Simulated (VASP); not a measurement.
# TaN (C2/m) in VASP: single point with PBEsol

Aim: the single point of TaN with PBEsol.

All numbers are computed with VASP 6.6.1; they aren't measurements. Logs are shortened: lines on timing, memory, paths and dates and some standing lists are left out, and cuts for length are marked.

## 1. The cell of the first run

The typed cell holds 2 atoms: a = 2.973 Å, b = 2.973 Å, c = 3.184 Å, α = 90.00°, β = 62.10°, γ = 120.00°.

## 2. Single point, PBEsol

File INCAR:

```
  ALGO = Normal
  EDIFF = 1E-6
  ENCUT = 700
  GGA = PS
  GGA_COMPAT = F
  ISIF = 2
  ISMEAR = 0
  ISYM = 0
  LASPH = T
  LCHARG = F
  LREAL = F
  LWAVE = F
  NBANDS = 16
  NELM = 120
  PREC = Accurate
  SIGMA = 0.1
```

File KPOINTS:

```
k-points
0
Gamma
  12 12 13
```

File POSCAR:

```
TaN
1.0
    2.9726295061     -0.0000003124      0.0017935839
   -1.4863150236      2.5743731369      0.0000000000
    1.4879139832      0.8590475387      2.6801719065
Ta N
1 1
Direct
    0.0000000000      0.0000000000      0.0000000000
    0.0000000000      0.5000000000      0.5000000000
```

Potentials or basis: VASP PAW PBE potentials, release 64 (Ta_sv_GW, N).

On the command line:

```
> cat potpaw_PBE.64/Ta_sv_GW/POTCAR potpaw_PBE.64/N/POTCAR > POTCAR
> mpirun -np 1 vasp_std > vasp.out
```

OUTCAR:

```text
EDIFF = 1E-6
   ENCUT = 700
   GGA = PS
   ISIF = 2
   ISMEAR = 0
   ISYM = 0
   LASPH = T
   LREAL = F
   NELM = 120
   PREC = Accurate

 ion  position               nearest neighbor table
   1  0.000  0.000  0.000-   2 2.18   2 2.18   2 2.18   2 2.18   2 2.18   2 2.18
   2  0.000  0.500  0.500-   1 2.18   1 2.18   1 2.18   1 2.18   1 2.18   1 2.18

IMPORTANT INFORMATION: All symmetrisations will be switched off!
NOSYMM: (Re-)initialisation of all symmetry stuff for point group C_1.

----------------------------------------------------------------------------------------

                                     Primitive cell

  volume of cell :      20.5013

  direct lattice vectors                    reciprocal lattice vectors
     2.972629506 -0.000000312  0.001793584     0.336552831  0.194308868 -0.249119177
    -1.486315024  2.574373137  0.000000000     0.000075196  0.388487493 -0.124559588
     1.487913983  0.859047539  2.680171907    -0.000225223 -0.000130032  0.373277107

  length of vectors
     2.972630047  2.972630047  3.183578512     0.461610343  0.407967681  0.373277198

  position of ions in fractional coordinates (direct lattice)
     0.000000000  0.000000000  0.000000000
     1.000000000  0.500000000  0.500000000

  ion indices of the primitive-cell ions
   primitive index   ion index
                 1           1
                 2           2

----------------------------------------------------------------------------------------

 KPOINTS: k-points

Automatic generation of k-mesh.
 Grid dimensions read from file:
 generate k-points for:   12   12   13

 Generating k-lattice:

  Cartesian coordinates                     Fractional coordinates (reciprocal lattice)
     0.028046069  0.016192406 -0.020759931     0.083333333  0.000000000 -0.000000000
     0.000006266  0.032373958 -0.010379966    -0.000000000  0.083333333  0.000000000
    -0.000017325 -0.000010002  0.028713624    -0.000000000  0.000000000  0.076923077

  Length of vectors
     0.038467529  0.033997307  0.028713631

  Shift w.r.t. Gamma in fractional coordinates (k-lattice)
     0.000000000  0.000000000  0.000000000

 Subroutine IBZKPT returns following result:
 ===========================================

 Found    938 irreducible k-points:

 Following reciprocal coordinates:
            Coordinates               Weight
  0.000000  0.000000  0.000000      1.000000
  0.083333  0.000000  0.000000      2.000000
  0.166667  0.000000 -0.000000      2.000000
  0.250000  0.000000 -0.000000      2.000000
  0.333333 -0.000000 -0.000000      2.000000
  0.416667  0.000000  0.000000      2.000000
[... 16 lines left out ...]
 -0.250000  0.166667 -0.000000      2.000000
  0.166667  0.166667 -0.000000      2.000000
 [... further k-points ...]
   k-points           NKPTS =    938   k-points in BZ     NKDIM =    938   number of bands    NBANDS=     16
   number of dos      NEDOS =    301   number of ions     NIONS =      2
   total plane-waves  NPLWV =  21952
   dimension x,y,z NGX =    28 NGY =   28 NGZ =   28
   dimension x,y,z NGXF=    56 NGYF=   56 NGZF=   56
   ions per type =               1   1
   NGX,Y,Z   is equivalent  to a cutoff of  15.66, 15.66, 14.62 a.u.
   NGXF,Y,Z  is equivalent  to a cutoff of  31.32, 31.32, 29.24 a.u.
 SYSTEM =  unknown system
   PREC   = accura    normal or accurate (medium, high low for compatibility)
   ISTART =      0    job   : 0-new  1-cont  2-samecut
   ICHARG =      2    charge: 1-file 2-atom 10-const
   ISPIN  =      1    spin polarized calculation?
   LNONCOLLINEAR =      F non collinear calculations
   LSORBIT =      F    spin-orbit coupling
   LASPH  =      T    aspherical Exc in radial PAW
   ENCUT  =  700.0 eV  51.45 Ry    7.17 a.u.   6.41  6.41  6.87*2*pi/ulx,y,z
   NELM   =    120;   NELMIN=  2; NELMDL= -5     # of ELM steps
   EDIFF  = 0.1E-05   stopping-criterion for ELM
   LREAL  =      F    real-space projection
   EDIFFG = 0.1E-04   stopping-criterion for IOM
   NSW    =      0    number of steps for IOM
   IBRION =     -1    ionic relax: 0-MD 1-quasi-New 2-CG
   NFREE  =      0    steps in history (QN), initial steepest desc. (CG)
   ISIF   =      2    stress and relaxation
   ISYM   =      0    0-nonsym 1-usesym 2-fastsym
   POTIM  = 0.5000    time-step for ionic-motion
   TEBEG  =    0.0;   TEEND  =   0.0 temperature during run
   PSTRESS=    0.0 pullay stress
   NELECT =      18.0000    total number of electrons
   NUPDOWN=      -1.0000    fix difference up-down
   EMIN   =  10.00;   EMAX   =-10.00  energy-range for DOS
   EFERMI =   0.00;   METHOD = LEGACY
   ISMEAR =     0;   SIGMA  =   0.10  broadening in eV -4-tet -1-fermi 0-gaus
   EFERMI_NEDOS =   21; number of points for ismear=-14 and -15
   IALGO  =     38    algorithm
   IMIX   =      4    mixing-type and parameters
     AMIX     =   0.40;   BMIX     =  1.00
     AMIX_MAG =   1.60;   BMIX_MAG =  1.00
  volume/ion in A,a.u.               =      10.25        69.17
  Fermi-wavevector in a.u.,A,eV,Ry     =   1.567612  2.962358 33.435076  2.457409
  Thomas-Fermi vector in A             =   2.669766
   LORBIT       =      0    0 simple, 1 ext, 2 COOP (PROOUT), +10 PAW based schemes
   GGA     = PS    functional components
   LHFCALC =     F    Hartree Fock is set to
   AEXX    =    0.0000 exact exchange contribution
   IVDW    =     0    specifies the selected vdW correction
   LEPSILON=     F    determine dielectric tensor
   LRPA    =     F    only Hartree local field effects (RPA)
 non-spin polarized calculation
 Gauss-broadening in eV      SIGMA  =   0.10
  energy-cutoff  :      700.00
  volume of cell :       20.50
 maximum number of plane-waves:       878
 NGX is ok and might be reduce to    28
   NGX = 13   NGY = 13   NGZ = 13

 number of electron      18.0000001 magnetization

 Free energy of the ion-electron system (eV)
  ---------------------------------------------------
  ext. energy  EPLUGINS =         0.00000000
  ---------------------------------------------------
  free energy    TOTEN  =       -25.69726414 eV

  energy without entropy =      -25.69363610  energy(sigma->0) =      -25.69545012

 E-fermi :  14.1039     XC(G=0): -14.1743

 val. band max:       14.0954845940   @ k =   0.1667   0.3333  -0.0769
 cond. band min:      14.1054646131   @ k =   0.2500   0.4167  -0.0769
 fundamental gap:      0.0099800191
 Fermi energy:        14.1038774662

 k-point     1 :       0.0000    0.0000    0.0000
  band No.  band energies     occupation
      1     -55.2583      2.00000
      2     -21.5842      2.00000
      3     -21.3273      2.00000
      4     -21.3256      2.00000
      5      -4.8539      2.00000
      6       9.9615      2.00000
[... 8 lines left out ...]
     15      23.4704      0.00000
     16      37.9471      0.00000

 k-point     2 :       0.0833    0.0000    0.0000
  band No.  band energies     occupation
      1     -55.2518      2.00000
      2     -21.6107      2.00000
      3     -21.3950      2.00000
      4     -21.3468      2.00000
      5      -4.6178      2.00000
      6       8.8182      2.00000
[... 8 lines left out ...]
     15      24.2000      0.00000
     16      35.4317      0.00000

 k-point     3 :       0.1667    0.0000   -0.0000
  band No.  band energies     occupation
      1     -55.2342      2.00000
      2     -21.7009      2.00000
      3     -21.5514      2.00000
      4     -21.4046      2.00000
      5      -4.0377      2.00000
      6       6.9650      2.00000
[... 8 lines left out ...]
     15      26.1006      0.00000
     16      32.4394      0.00000

 k-point     4 :       0.2500    0.0000   -0.0000
  band No.  band energies     occupation
      1     -55.2103      2.00000
      2     -21.8870      2.00000
      3     -21.6793      2.00000
      4     -21.4831      2.00000
      5      -3.4787      2.00000
      6       5.9128      2.00000
[... 8 lines left out ...]
     15      28.6087      0.00000
     16      29.5557      0.00000

 k-point     5 :       0.3333   -0.0000   -0.0000
  band No.  band energies     occupation
      1     -55.1862      2.00000
      2     -22.0933      2.00000
      3     -21.7635      2.00000
      4     -21.5608      2.00000
      5      -3.3077      2.00000
      6       6.0635      2.00000
[... 8 lines left out ...]
     15      26.4069      0.00000
     16      29.9206      0.00000

 k-point     6 :       0.4167    0.0000    0.0000
  band No.  band energies     occupation
      1     -55.1686      2.00000
      2     -22.2386      2.00000
      3     -21.8177      2.00000
      4     -21.6174      2.00000
      5      -3.4413      2.00000
      6       6.9667      2.00000
[... 8 lines left out ...]
     15      24.2161      0.00000
     16      29.8072      0.00000
[... 267 lines left out ...]
 k-point    21 :      -0.1667    0.1667   -0.0000
  band No.  band energies     occupation
      1     -55.2378      2.00000
      2     -21.6640      2.00000
      3     -21.5503      2.00000
      4     -21.3682      2.00000
      5      -4.1465      2.00000
      6       8.1424      2.00000
[... 8 lines left out ...]
     15      25.6548      0.00000
     16      32.9917      0.00000

 k-point    22 :       0.0833    0.1667    0.0000
  band No.  band energies     occupation
      1     -55.2226      2.00000
      2     -21.8304      2.00000
      3     -21.5999      2.00000
      4     -21.4109      2.00000
      5      -3.5924      2.00000
      6       6.6389      2.00000
[... 8 lines left out ...]
     15      26.9511      0.00000
     16      30.4043      0.00000

 k-point    23 :      -0.2500    0.1667   -0.0000
  band No.  band energies     occupation
      1     -55.2226      2.00000
      2     -21.8304      2.00000
      3     -21.5999      2.00000
      4     -21.4109      2.00000
      5      -3.5924      2.00000
      6       6.6389      2.00000
[... 8 lines left out ...]
     15      26.9511      0.00000
     16      30.4043      0.00000

 k-point    24 :       0.1667    0.1667   -0.0000
  band No.  band energies     occupation
      1     -55.2018      2.00000
      2     -22.0019      2.00000
      3     -21.6660      2.00000
      4     -21.5106      2.00000
      5      -3.0629      2.00000
      6       5.6499      2.00000
[... 8 lines left out ...]
     15      27.2084      0.00000
     16      29.4040      0.00000

 [... further k-points ...]
[... 5 lines left out ...]
  --------------------------------------------------------------------------------------
  -------------------------------------------------------------------------------------
  Total        1.6432592      1.6212192      0.0217725      0.0190874      0.0012852      0.0022247
  in kB      128.4209123    126.6984868      1.7015230      1.4916810      0.1004405      0.1738603
  external PRESSURE =      85.6069741 kB  Pullay stress =       0.0000000 kB

 VOLUME and BASIS-vectors are now :
 -----------------------------------------------------------------------------
  energy-cutoff  :      700.00
  volume of cell :       20.50
      direct lattice vectors                 reciprocal lattice vectors
     2.972629506 -0.000000312  0.001793584     0.336552831  0.194308868 -0.249119177
    -1.486315024  2.574373137  0.000000000     0.000075196  0.388487493 -0.124559588
     1.487913983  0.859047539  2.680171907    -0.000225223 -0.000130032  0.373277107

 POSITION                                       TOTAL-FORCE (eV/Angst)
 -----------------------------------------------------------------------------------
      0.00000      0.00000      0.00000        -0.000000     -0.000000      0.000000
      0.00080      1.71671      1.34009         0.000000      0.000000     -0.000000
 -----------------------------------------------------------------------------------
    total drift:                               -0.000000      0.000000      0.000000

  FREE ENERGIE OF THE ION-ELECTRON SYSTEM (eV)
  ---------------------------------------------------
  free  energy   TOTEN  =       -25.6972641390 eV

  energy  without entropy=      -25.6936361002  energy(sigma->0) =      -25.69545012
```

Wall time 4.2 min (1 thread of AMD EPYC 9R45 (Zen 5), shared host); peak memory 0.58 GiB.

What came out:

| Property | Result |
| --- | --- |
| Free energy | -25.6973 eV |
| Pressure | 8.6 GPa |
| Band gap on the k mesh | zero (bands 9 and 10 overlap by 3.14 eV) |

Stress tensor (GPa, compression positive):
```
12.84  0.15  0.02
 0.15 12.67  0.01
 0.02  0.01  0.17
```

Caveat: the stress differs along the axes, from 0 to 13 GPa; the PAW data sets were made with another functional, which shifts forces and pressure a little; spin-orbit coupling is left out, which moves the levels of the heavy elements.
